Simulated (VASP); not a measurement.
# Sn2Pb (P6/mmm) in VASP: further runs

Runs on Sn2Pb. Level: PBE. Tasks: single point, relaxation of shape and atoms at fixed volume.

Program: VASP 6.6.1. These are calculated values, not measurements. Logs are shortened: lines on timing, memory, paths and dates and some standing lists are left out, and cuts for length are marked.

## (1) The cell of the first run

Symmetry: P6/mmm, No. 191, hexagonal system. Conventional cell: a = 5.551 Å, b = 5.551 Å, c = 3.273 Å, α = 90.00°, β = 90.00°, γ = 120.00°. Within 4.2 Å of Sn (site symmetry -6m2) lie 5 Sn at 3.20 to 3.27 Å and 6 Pb at 3.60 Å. Pb (site symmetry 6/mmm) has 2 Pb at 3.27 Å and 12 Sn at 3.60 Å within 4.3 Å.

## (2) Single point, PBE

INCAR reads:

```
ALGO = Fast
EDIFF = 1E-6
ENCUT = 520
GGA = PE
ISIF = 2
ISMEAR = 0
LASPH = T
LCHARG = T
LELF = T
LREAL = F
LVHAR = T
LWAVE = F
NBANDS = 51
NELM = 60
PREC = Accurate
SIGMA = 0.2
```

KPOINTS reads:

```
k-points
0
Gamma
  6 4 2
```

POSCAR reads:

```
Sn2Pb
1.0
    0.0000000000      0.0000000000     -3.2732980489
    2.7756091409     -4.8074960541      0.0000000000
   -8.3268274228     -4.8074960541      0.0000000000
Sn Pb
4 2
Direct
    0.5000000000      0.5000000000      0.8333333333
    0.5000000000      1.0000000000      0.3333333333
    0.5000000000      0.0000000000      0.6666666667
    0.5000000000      0.5000000000      0.1666666667
    0.0000000000      0.5000000000      0.5000000000
    0.0000000000      0.0000000000      0.0000000000
```

Potentials or basis: VASP PAW PBE potentials, release 64 (Sn_d, Pb_d).

Launch:

```console
$ cat potpaw_PBE.64/Sn_d/POTCAR potpaw_PBE.64/Pb_d/POTCAR > POTCAR
$ mpirun -np 1 vasp_std > vasp.out
```

OUTCAR:

```text
EDIFF = 1E-6
   ENCUT = 520
   GGA = PE
   ISIF = 2
   ISMEAR = 0
   LASPH = T
   LREAL = F
   NELM = 60
   PREC = Accurate

 ion  position               nearest neighbor table
   1  0.500  0.500  0.833-   3 3.20   3 3.20   4 3.20   5 3.60   5 3.60   6 3.60   6 3.60   6 3.60
                             6 3.60
   2  0.500  0.000  0.333-   4 3.20   4 3.20   3 3.20   6 3.60   6 3.60   5 3.60   5 3.60   5 3.60
                             5 3.60
   3  0.500  0.000  0.667-   1 3.20   1 3.20   2 3.20   6 3.60   6 3.60   5 3.60   5 3.60   5 3.60
                             5 3.60
   4  0.500  0.500  0.167-   2 3.20   2 3.20   1 3.20   5 3.60   5 3.60   6 3.60   6 3.60   6 3.60
                             6 3.60
   5  0.000  0.500  0.500-   1 3.60   4 3.60   1 3.60   4 3.60   2 3.60   2 3.60   3 3.60   3 3.60
                             3 3.60   2 3.60   2 3.60   3 3.60
   6  0.000  0.000  0.000-   2 3.60   3 3.60   2 3.60   3 3.60   1 3.60   1 3.60   4 3.60   4 3.60
                             1 3.60   4 3.60   1 3.60   4 3.60

  LATTYP: Found a simple orthorhombic cell.
 ALAT       =     3.2732980489
 B/A-ratio  =     1.6959098130
 C/A-ratio  =     2.9374019611

  Lattice vectors:

 A1 = (   0.0000000000,   0.0000000000,  -3.2732980489)
 A2 = (   2.7756091409,  -4.8074960541,   0.0000000000)
 A3 = (  -8.3268274228,  -4.8074960541,   0.0000000000)

Analysis of symmetry for initial positions (statically):
=====================================================================
 Subroutine PRICEL returns following result:

  LATTYP: Found a hexagonal cell.
 ALAT       =     5.5512182819
 C/A-ratio  =     0.5896539971

  Lattice vectors:

 A1 = (  -2.7756091409,   4.8074960541,   0.0000000000)
 A2 = (   5.5512182818,   0.0000000000,   0.0000000000)
 A3 = (   0.0000000000,   0.0000000000,  -3.2732980489)

   2 primitive cells build up your supercell.

 Routine SETGRP: Setting up the symmetry group for a
 simple orthorhombic supercell.

 Subroutine GETGRP returns: Found  8 space group operations
 (whereof  8 operations were pure point group operations)
 out of a pool of  8 trial point group operations.

The static configuration has the point symmetry D_2h.

Analysis of symmetry for dynamics (positions and initial velocities):
=====================================================================
 Subroutine PRICEL returns following result:

  LATTYP: Found a hexagonal cell.
 ALAT       =     5.5512182819
 C/A-ratio  =     0.5896539971

  Lattice vectors:

 A1 = (  -2.7756091409,   4.8074960541,   0.0000000000)
 A2 = (   5.5512182818,   0.0000000000,   0.0000000000)
 A3 = (   0.0000000000,   0.0000000000,  -3.2732980489)

   2 primitive cells build up your supercell.

 Routine SETGRP: Setting up the symmetry group for a
 simple orthorhombic supercell.

 Subroutine GETGRP returns: Found  8 space group operations
 (whereof  8 operations were pure point group operations)
 out of a pool of  8 trial point group operations.

The dynamic configuration has the point symmetry D_2h.

 Subroutine INISYM returns: Found  8 space group operations
 (whereof  8 operations are pure point group operations),
 and found     2 'primitive' translations

----------------------------------------------------------------------------------------

                                     Primitive cell

  volume of cell :      87.3560

  direct lattice vectors                    reciprocal lattice vectors
    -2.775609141  4.807496054  0.000000000     0.000000000  0.208008491  0.000000000
     5.551218282  0.000000000  0.000000000     0.180140637  0.104004246  0.000000000
     0.000000000  0.000000000 -3.273298049     0.000000000  0.000000000 -0.305502275

  length of vectors
     5.551218282  5.551218282  3.273298049     0.208008491  0.208008491  0.305502275

  position of ions in fractional coordinates (direct lattice)
     0.666666667  0.333333333  0.500000000
     0.333333333  0.666666667  0.500000000
     0.000000000  1.000000000  0.000000000

  ion indices of the primitive-cell ions
   primitive index   ion index
                 1           1
                 2           4
                 3           5

----------------------------------------------------------------------------------------

 KPOINTS: k-points

Automatic generation of k-mesh.
 Grid dimensions read from file:
 generate k-points for:    6    4    2

 Generating k-lattice:

  Cartesian coordinates                     Fractional coordinates (reciprocal lattice)
     0.000000000  0.000000000 -0.050917046     0.166666667  0.000000000  0.000000000
     0.022517580 -0.039001592  0.000000000     0.000000000  0.250000000 -0.000000000
    -0.045035159 -0.026001061  0.000000000     0.000000000 -0.000000000  0.500000000

  Length of vectors
     0.050917046  0.045035159  0.052002123

  Shift w.r.t. Gamma in fractional coordinates (k-lattice)
     0.000000000  0.000000000  0.000000000

 Subroutine IBZKPT returns following result:
 ===========================================

 Found     24 irreducible k-points:

 Following reciprocal coordinates:
            Coordinates               Weight
  0.000000  0.000000  0.000000      1.000000
  0.166667  0.000000  0.000000      2.000000
  0.333333  0.000000  0.000000      2.000000
  0.500000  0.000000  0.000000      1.000000
  0.000000  0.250000  0.000000      2.000000
  0.166667  0.250000  0.000000      4.000000
[... 16 lines left out ...]
  0.333333  0.500000  0.500000      2.000000
  0.500000  0.500000  0.500000      1.000000
   k-points           NKPTS =     24   k-points in BZ     NKDIM =     24   number of bands    NBANDS=     51
   number of dos      NEDOS =    301   number of ions     NIONS =      6
   total plane-waves  NPLWV =  72576
   dimension x,y,z NGX =    24 NGY =   42 NGZ =   72
   dimension x,y,z NGXF=    48 NGYF=   84 NGZF=  144
   ions per type =               4   2
   NGX,Y,Z   is equivalent  to a cutoff of  12.19, 12.58, 12.45 a.u.
   NGXF,Y,Z  is equivalent  to a cutoff of  24.38, 25.16, 24.90 a.u.
 SYSTEM =  unknown system
   PREC   = accura    normal or accurate (medium, high low for compatibility)
   ISTART =      0    job   : 0-new  1-cont  2-samecut
   ICHARG =      2    charge: 1-file 2-atom 10-const
   ISPIN  =      1    spin polarized calculation?
   LNONCOLLINEAR =      F non collinear calculations
   LSORBIT =      F    spin-orbit coupling
   LASPH  =      T    aspherical Exc in radial PAW
   ENCUT  =  520.0 eV  38.22 Ry    6.18 a.u.   6.09 10.32 17.88*2*pi/ulx,y,z
   NELM   =     60;   NELMIN=  2; NELMDL= -5     # of ELM steps
   EDIFF  = 0.1E-05   stopping-criterion for ELM
   LREAL  =      F    real-space projection
[... 7 lines left out ...]
   TEBEG  =    0.0;   TEEND  =   0.0 temperature during run
   PSTRESS=    0.0 pullay stress
   NELECT =      84.0000    total number of electrons
   NUPDOWN=      -1.0000    fix difference up-down
   EMIN   =  10.00;   EMAX   =-10.00  energy-range for DOS
   EFERMI =   0.00;   METHOD = LEGACY
   ISMEAR =     0;   SIGMA  =   0.20  broadening in eV -4-tet -1-fermi 0-gaus
   EFERMI_NEDOS =   21; number of points for ismear=-14 and -15
   IALGO  =     68    algorithm
   IMIX   =      4    mixing-type and parameters
     AMIX     =   0.40;   BMIX     =  1.00
     AMIX_MAG =   1.60;   BMIX_MAG =  1.00
  volume/ion in A,a.u.               =      29.12       196.50
  Fermi-wavevector in a.u.,A,eV,Ry     =   1.282509  2.423590 22.379252  1.644829
  Thomas-Fermi vector in A             =   2.414816
   LORBIT       =      0    0 simple, 1 ext, 2 COOP (PROOUT), +10 PAW based schemes
   GGA     = PE    functional components
   LHFCALC =     F    Hartree Fock is set to
   AEXX    =    0.0000 exact exchange contribution
   IVDW    =     0    specifies the selected vdW correction
   LEPSILON=     F    determine dielectric tensor
   LRPA    =     F    only Hartree local field effects (RPA)
 non-spin polarized calculation
 RMM-DIIS sequential band-by-band and
 Gauss-broadening in eV      SIGMA  =   0.20
  energy-cutoff  :      520.00
  volume of cell :      174.71
 maximum number of plane-waves:      4740
   NGX = 13   NGY = 21   NGZ = 35

 number of electron      84.0000024 magnetization

 Free energy of the ion-electron system (eV)
  ---------------------------------------------------
  ext. energy  EPLUGINS =         0.00000000
  ---------------------------------------------------
  free energy    TOTEN  =       -22.21394057 eV

  energy without entropy =      -22.15258155  energy(sigma->0) =      -22.18326106

 E-fermi :   7.5480     XC(G=0): -10.1518

 val. band max:        7.5267808411   @ k =   0.3333   0.5000   0.0000
 cond. band min:       7.6261658452   @ k =   0.1667   0.0000   0.5000
 fundamental gap:      0.0993850041
 Fermi energy:         7.5479542622

 k-point     1 :       0.0000    0.0000    0.0000
  band No.  band energies     occupation
      1     -14.1136      2.00000
      2     -14.0968      2.00000
      3     -14.0805      2.00000
      4     -14.0444      2.00000
      5     -14.0254      2.00000
      6     -14.0056      2.00000
[... 43 lines left out ...]
     50      14.5255      0.00000
     51      14.9543      0.00000

 k-point     2 :       0.1667    0.0000    0.0000
  band No.  band energies     occupation
      1     -14.0692      2.00000
      2     -14.0561      2.00000
      3     -14.0550      2.00000
      4     -14.0424      2.00000
      5     -14.0039      2.00000
      6     -14.0030      2.00000
[... 43 lines left out ...]
     50      11.9179      0.00000
     51      12.6483      0.00000

 k-point     3 :       0.3333    0.0000    0.0000
  band No.  band energies     occupation
      1     -14.0384      2.00000
      2     -14.0317      2.00000
      3     -14.0153      2.00000
      4     -14.0116      2.00000
      5     -14.0053      2.00000
      6     -13.9998      2.00000
[... 43 lines left out ...]
     50      10.1263      0.00000
     51      11.6051      0.00000
[... 1027 lines left out ...]
 k-point    23 :       0.3333    0.5000    0.5000
  band No.  band energies     occupation
      1     -14.0383      2.00000
      2     -14.0383      2.00000
      3     -14.0366      2.00000
      4     -14.0366      2.00000
      5     -14.0104      2.00000
      6     -14.0104      2.00000
[... 43 lines left out ...]
     50      10.1231      0.00000
     51      11.5615      0.00000

 k-point    24 :       0.5000    0.5000    0.5000
  band No.  band energies     occupation
      1     -14.0362      2.00000
      2     -14.0362      2.00000
      3     -14.0299      2.00000
      4     -14.0299      2.00000
      5     -14.0281      2.00000
      6     -14.0281      2.00000
[... 43 lines left out ...]
     50      11.8957      0.00000
     51      12.1981      0.00000

------------------------ aborting loop because EDIFF is reached ----------------------------------------

  FORCE on cell =-STRESS in cart. coord.  units (eV):
  Direction    XX          YY          ZZ          XY          YZ          ZX
  --------------------------------------------------------------------------------------
  -------------------------------------------------------------------------------------
  Total       -0.4150869      0.5578811     -0.7308649     -0.8426150      0.0000000      0.0000000
  in kB       -3.8065087      5.1159874     -6.7023156     -7.7271082      0.0000000      0.0000000
  external PRESSURE =      -1.7976123 kB  Pullay stress =       0.0000000 kB

 VOLUME and BASIS-vectors are now :
 -----------------------------------------------------------------------------
  energy-cutoff  :      520.00
  volume of cell :      174.71
      direct lattice vectors                 reciprocal lattice vectors
     0.000000000  0.000000000 -3.273298049     0.000000000  0.000000000 -0.305502275
     2.775609141 -4.807496054  0.000000000     0.090070319 -0.156006368  0.000000000
    -8.326827423 -4.807496054  0.000000000    -0.090070319 -0.052002123  0.000000000

 POSITION                                       TOTAL-FORCE (eV/Angst)
 -----------------------------------------------------------------------------------
     -5.55122     -6.40999     -1.63665        -0.079570     -0.045940      0.000000
     -2.77561     -1.60250     -1.63665        -0.079570     -0.045940      0.000000
     -5.55122     -3.20500     -1.63665         0.079570      0.045940      0.000000
     -0.00000     -3.20500     -1.63665         0.079570      0.045940      0.000000
     -2.77561     -4.80750      0.00000         0.000000      0.000000      0.000000
      0.00000      0.00000      0.00000         0.000000     -0.000000      0.000000
 -----------------------------------------------------------------------------------
    total drift:                               -0.000000     -0.000000     -0.000000

  FREE ENERGIE OF THE ION-ELECTRON SYSTEM (eV)
  ---------------------------------------------------
  free  energy   TOTEN  =       -22.2139405679 eV

  energy  without entropy=      -22.1525815469  energy(sigma->0) =      -22.18326106
```

It took 3.9 min on 1 thread of Oxide Virtual Turin-like, shared host; peak memory 0.31 GiB.

Results:

| Quantity | Value |
| --- | --- |
| Free energy | -22.2139 eV |
| Pressure | -0.2 GPa |
| Largest force | 0.092 eV/Å |
| Band gap on the k mesh | zero (bands 42 and 43 overlap by 2.44 eV) |

Forces on the atoms (eV/Å):
```
Sn  -0.080 -0.046  0.000
Sn  -0.080 -0.046  0.000
Sn   0.080  0.046  0.000
Sn   0.080  0.046  0.000
Pb   0.000  0.000  0.000
Pb   0.000  0.000  0.000
```

Stress tensor (GPa, compression positive):
```
-0.38 -0.77  0.00
-0.77  0.51  0.00
 0.00  0.00 -0.67
```

Caveat: spin-orbit coupling is left out, which moves the levels of the heavy elements.

(Part 1 of 2 ends here.)

The gap in the log of VASP goes by the Fermi energy; the results here count the filled bands.